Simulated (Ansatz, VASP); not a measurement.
# One calculation of La3AlN, two programs

```xyz
5
Lattice="5.0975 0.0000 0.0000 0.0000 5.0975 0.0000 0.0000 0.0000 5.0975" Properties=species:S:1:pos:R:3 pbc="T T T"
La    2.5488    2.5488    0.0000
La    0.0000    2.5488    2.5488
La    2.5488    0.0000    2.5488
Al    0.0000    0.0000    0.0000
N     2.5488    2.5488    2.5488
```

Alike in both runs: task electric field gradients; functional LDA; k mesh 6 × 6 × 6; occupations fermi-dirac, width 0.08 eV; no spin polarisation.

|  | VASP | Ansatz |
| --- | --- | --- |
| version | VASP 6.6.1 | Ansatz 0.2.0 |
| potentials or method | VASP PAW LDA potentials, release 64 (La, Al, N) | PAW with Ansatz's default frozen-core files, scalar-relativistic |
| plane-wave cutoff (eV) | 520 | 420 |
| valence electrons in the cell | 41 | 41 |

```tsv
	VASP	Ansatz	Ansatz less VASP
pressure (GPa)	-4.4	-4.4	+0.03
size of Vzz on the site where it differs most (V/Å²)	289.3	285.8	-3.48
```

LDA's correlation is that of Perdew and Zunger in VASP and of Perdew and Wang (1992) in Ansatz.

Spin-orbit coupling is off throughout.
